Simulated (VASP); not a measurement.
# MnS (F-43m) in VASP: a series of runs

The runs below take MnS through single point, with RPBE+D3(BJ).

All numbers are computed with VASP 6.6.1; they aren't measurements. Logs are shortened: lines on timing, memory, paths and dates and some standing lists are left out, and cuts for length are marked.

### 1 The cell of the first run

It takes space group F-43m (No. 216, cubic). Conventional cell: a = 4.947 Å, b = 4.947 Å, c = 4.947 Å, α = 90.00°, β = 90.00°, γ = 90.00°. Mn (site symmetry -43m) has 4 S at 2.14 Å within 2.8 Å. Within 2.8 Å of S (site symmetry -43m) lie 4 Mn at 2.14 Å.

### 2 Single point, RPBE+D3(BJ), collinear spin, ferromagnetic start

Contents of INCAR:

```
SYSTEM = MnS
  PREC = Accurate
  ENCUT = 520
  EDIFF = 1E-6
  ISMEAR = -1
  SIGMA = 0.05
  LREAL = .False.
  LASPH = .True.
  NELM = 150
  ALGO = Normal
  ISIF = 2
  LWAVE = .False.
  LCHARG = .False.
  ISPIN = 2
  MAGMOM = 4 0
  LORBIT = 11
  LMAXMIX = 4
  GGA = RP
  IVDW = 12
  NBANDS = 20
```

Contents of KPOINTS:

```
Automatic mesh
0
Gamma
  9 9 9
  0 0 0
```

Contents of POSCAR:

```
MnS
1.0
    0.0000000000      2.4734634191      2.4734634191
    2.4734634191      0.0000000000      2.4734634191
    2.4734634191      2.4734634191      0.0000000000
Mn S
1 1
Direct
    0.0000000000      0.0000000000      0.0000000000
    0.7500000000      0.7500000000      0.7500000000
```

Potentials or basis: VASP PAW PBE potentials, release 64 (Mn_pv, S).

On the command line:

```console
$ cat potpaw_PBE.64/Mn_pv/POTCAR potpaw_PBE.64/S/POTCAR > POTCAR
$ mpirun -np 1 vasp_std > vasp.out
```

OUTCAR:

```text
SYSTEM = MnS
   PREC = Accurate
   ENCUT = 520
   EDIFF = 1E-6
   ISMEAR = -1
   LREAL = .False.
   LASPH = .True.
   NELM = 150
   ISIF = 2
   ISPIN = 2
   LORBIT = 11
   GGA = RP
   IVDW = 12
 IVDW          = 12

 ion  position               nearest neighbor table
   1  0.000  0.000  0.000-   2 2.14   2 2.14   2 2.14   2 2.14
   2  0.750  0.750  0.750-   1 2.14   1 2.14   1 2.14   1 2.14

  LATTYP: Found a face centered cubic cell.
 ALAT       =     4.9469268382

  Lattice vectors:

 A1 = (   0.0000000000,   2.4734634191,   2.4734634191)
 A2 = (   2.4734634191,   0.0000000000,   2.4734634191)
 A3 = (   2.4734634191,   2.4734634191,   0.0000000000)

Analysis of symmetry for initial positions (statically):
=====================================================================
 Subroutine PRICEL returns:
 Original cell was already a primitive cell.

 Routine SETGRP: Setting up the symmetry group for a
 face centered cubic supercell.

 Subroutine GETGRP returns: Found 24 space group operations
 (whereof 24 operations were pure point group operations)
 out of a pool of 48 trial point group operations.

The static configuration has the point symmetry T_d .

Analysis of symmetry for dynamics (positions and initial velocities):
=====================================================================
 Subroutine PRICEL returns:
 Original cell was already a primitive cell.

 Routine SETGRP: Setting up the symmetry group for a
 face centered cubic supercell.

 Subroutine GETGRP returns: Found 24 space group operations
 (whereof 24 operations were pure point group operations)
 out of a pool of 48 trial point group operations.

The dynamic configuration has the point symmetry T_d .

Analysis of structural, dynamic, and magnetic symmetry:
=====================================================================
 Subroutine PRICEL returns:
 Original cell was already a primitive cell.

 Routine SETGRP: Setting up the symmetry group for a
 face centered cubic supercell.

 Subroutine GETGRP returns: Found 24 space group operations
 (whereof 24 operations were pure point group operations)
 out of a pool of 48 trial point group operations.

The overall configuration has the point symmetry T_d .

 Subroutine INISYM returns: Found 24 space group operations
 (whereof 24 operations are pure point group operations),
 and found     1 'primitive' translations

----------------------------------------------------------------------------------------

                                     Primitive cell

[... 114 lines left out ...]
   LORBIT       =     11    0 simple, 1 ext, 2 COOP (PROOUT), +10 PAW based schemes
   GGA     = RP    functional components
   LHFCALC =     F    Hartree Fock is set to
   AEXX    =    0.0000 exact exchange contribution
   IVDW    =    12    specifies the selected vdW correction
   LEPSILON=     F    determine dielectric tensor
   LRPA    =     F    only Hartree local field effects (RPA)
 spin polarized calculation
  energy-cutoff  :      520.00
  volume of cell :       30.27
 maximum number of plane-waves:       869
 NGX is ok and might be reduce to    28
   NGX = 13   NGY = 13   NGZ = 13

 number of electron      18.9999987 magnetization      -0.0008394

 number of electron      18.9999987 magnetization       0.0010386

 Free energy of the ion-electron system (eV)
  ---------------------------------------------------
  ext. energy  EPLUGINS =         0.00000000
  ---------------------------------------------------
  free energy    TOTEN  =       -12.76412699 eV

  energy without entropy =      -12.74264814  energy(sigma->0) =      -12.75338757

 E-fermi :   7.5328     XC(G=0): -11.1147

 val. band max:        7.4742257822   @ k =  -0.3333   0.3333   0.0000
 cond. band min:       7.5409852012   @ k =   0.4444   0.3333   0.0000
 fundamental gap:      0.0667594190
 Fermi energy:         7.5328289163

 spin component 1

 k-point     1 :       0.0000    0.0000    0.0000
  band No.  band energies     occupation
      1     -40.2086      1.00000
      2     -40.2086      1.00000
      3     -40.2086      1.00000
      4      -7.7754      1.00000
      5       2.8405      1.00000
      6       2.8405      1.00000
[... 541 lines left out ...]
     19      24.7258      0.00000
     20      24.7258      0.00000

 [... further k-points ...]

 spin component 2

 k-point     1 :       0.0000    0.0000    0.0000
  band No.  band energies     occupation
      1     -40.2077      1.00000
      2     -40.2077      1.00000
      3     -40.2077      1.00000
      4      -7.7753      1.00000
      5       2.8406      1.00000
      6       2.8406      1.00000
[... 541 lines left out ...]
     19      24.7260      0.00000
     20      24.7260      0.00000

 [... further k-points ...]

------------------------ aborting loop because EDIFF is reached ----------------------------------------

 Edisp (eV)   -3.91315

 E8    (eV) :    -2.3529

  FORCE on cell =-STRESS in cart. coord.  units (eV):
  Direction    XX          YY          ZZ          XY          YZ          ZX
  --------------------------------------------------------------------------------------
  -------------------------------------------------------------------------------------
  Total      -3.50474    -3.50474    -3.50474     0.00000     0.00000     0.00000
  in kB    -185.53226  -185.53226  -185.53226     0.00000     0.00000     0.00000
  external pressure =     -185.53 kB  Pullay stress =        0.00 kB

 VOLUME and BASIS-vectors are now :
 -----------------------------------------------------------------------------
  energy-cutoff  :      520.00
  volume of cell :       30.27
      direct lattice vectors                 reciprocal lattice vectors
     0.000000000  2.473463419  2.473463419    -0.202145702  0.202145702  0.202145702
     2.473463419  0.000000000  2.473463419     0.202145702 -0.202145702  0.202145702
     2.473463419  2.473463419  0.000000000     0.202145702  0.202145702 -0.202145702

 POSITION                                       TOTAL-FORCE (eV/Angst)
 -----------------------------------------------------------------------------------
      0.00000      0.00000      0.00000        -0.000000     -0.000000     -0.000000
      3.71020      3.71020      3.71020         0.000000      0.000000      0.000000
 -----------------------------------------------------------------------------------
    total drift:                               -0.000001     -0.000001     -0.000001

  FREE ENERGIE OF THE ION-ELECTRON SYSTEM (eV)
  ---------------------------------------------------
  free  energy   TOTEN  =       -16.6772721082 eV

  energy  without entropy=      -16.6557932591  energy(sigma->0) =      -16.66653268

 total charge

# of ion       s       p       d       tot
------------------------------------------
    1        0.350   6.311   5.362  12.023
    2        1.325   2.437   0.000   3.762
--------------------------------------------------
tot          1.675   8.749   5.362  15.785

 magnetization (x)

# of ion       s       p       d       tot
------------------------------------------
    1        0.000   0.000   0.001   0.001
    2       -0.000  -0.000   0.000  -0.000
--------------------------------------------------
tot          0.000   0.000   0.001   0.001
```

OSZICAR:

```text
N       E                     dE             d eps       ncg     rms          rms(c)
DAV:   1     0.162198705822E+03    0.16220E+03   -0.10284E+04  2800   0.102E+03
DAV:   2    -0.556583952147E+01   -0.16776E+03   -0.15896E+03  2904   0.298E+02
DAV:   3    -0.135302741456E+02   -0.79644E+01   -0.78563E+01  3244   0.703E+01
[... 18 lines left out ...]
DAV:  22    -0.127641611109E+02   -0.83780E-05   -0.64823E-05  3068   0.351E-02    0.393E-02
DAV:  23    -0.127641508943E+02    0.10217E-04   -0.27805E-05  2936   0.298E-02    0.310E-02
DAV:  24    -0.127641369109E+02    0.13983E-04   -0.32139E-05  3080   0.313E-02    0.223E-02
DAV:  25    -0.127641208135E+02    0.16097E-04   -0.24131E-04  3044   0.833E-02    0.624E-03
DAV:  26    -0.127641268894E+02   -0.60759E-05   -0.11006E-05  2956   0.285E-02    0.523E-03
DAV:  27    -0.127641269933E+02   -0.10393E-06   -0.16374E-06  1532   0.746E-03
   1 F= -.16677272E+02 E0= -.16666533E+02  d E =-.214788E-01  mag=     0.0001
```

Wall time 42 s (1 thread of Intel Xeon 6975P-C (Granite Rapids), shared host); peak memory 0.2 GiB.

What came out:

```yaml
Free_energy: -16.6773 eV
Pressure: -18.6 GPa
Net_moment: 0.00 μB per cell
Valence_electrons_inside_the_program's_atomic_spheres: Mn 12.02; S 3.76
Dispersion_energy_per_atom: -1.957 eV
```

Caveat: the starting moments collapsed, and a magnetic state may lie lower; the PAW data sets were made with another functional, which shifts forces and pressure a little; semilocal functionals often make such compounds metallic where correlation or magnetic order opens a gap, which also shifts bond lengths; pairwise dispersion overbinds metals, which lowers pressure and volume. With open d or f shells a metallic result of RPBE can be an artefact of self-interaction; +U or a hybrid may open a gap.

### 3 Single point, RPBE+D3(BJ), collinear spin, ferromagnetic start

This run uses another cell than the first one, of 15.44 Å³/atom, 1.020 times its volume.

Contents of INCAR:

```
ALGO = Normal
EDIFF = 1E-6
ENCUT = 520
GGA = RP
ISIF = 2
ISMEAR = -1
ISPIN = 2
IVDW = 12
LASPH = T
LCHARG = F
LMAXMIX = 4
LORBIT = 11
LREAL = F
LWAVE = F
MAGMOM = 4 0
NBANDS = 20
NELM = 150
PREC = Accurate
SIGMA = 0.05
```

Contents of KPOINTS:

```
k-points
0
Gamma
  9 9 9
```

Contents of POSCAR:

```
MnS
1.0
    0.0000000000      2.4898444489      2.4898444489
    2.4898444489      0.0000000000      2.4898444489
    2.4898444489      2.4898444489      0.0000000000
Mn S
1 1
Direct
    0.0000000000      0.0000000000      0.0000000000
    0.7500000000      0.7500000000      0.7500000000
```

Potentials or basis: VASP PAW PBE potentials, release 64 (Mn_pv, S).

On the command line:

```console
$ cat potpaw_PBE.64/Mn_pv/POTCAR potpaw_PBE.64/S/POTCAR > POTCAR
$ mpirun -np 1 vasp_std > vasp.out
```

Wall time 3 min (1 thread of Intel Xeon 6975P-C (Granite Rapids), shared host); peak memory 0.2 GiB.

Results (log left out):

* Free energy: -16.6053 eV
* Pressure: -20.2 GPa
* Net moment: 0.23 μB per cell
* Site moments: Mn +0.22; S -0.01 μB
* Valence electrons inside the program's atomic spheres: Mn 11.98; S 3.75
* Dispersion energy per atom: -1.911 eV

Levels at points of the mesh, in eV from the Fermi level:
Spin up:
| k point | band 8 | band 9 | band 10 | band 11 | band 12 | band 13 |
| --- | --- | --- | --- | --- | --- | --- |
| (0.00, 0.00, 0.00) | -0.90 | -0.90 | 3.53 | 3.53 | 3.53 | 3.72 |
Spin down:
| k point | band 7 | band 8 | band 9 | band 10 | band 11 | band 12 |
| --- | --- | --- | --- | --- | --- | --- |
| (0.00, 0.00, 0.00) | -4.63 | -0.62 | -0.62 | 3.61 | 3.61 | 3.61 |

Caveat: the PAW data sets were made with another functional, which shifts forces and pressure a little; the moment fell far below its start of 4 μB, so a state of higher moment may lie lower in energy; semilocal functionals often make such compounds metallic where correlation or magnetic order opens a gap, which also shifts bond lengths; pairwise dispersion overbinds metals, which lowers pressure and volume. With open d or f shells a metallic result of RPBE can be an artefact of self-interaction; +U or a hybrid may open a gap.

[end of part 1 of 2]
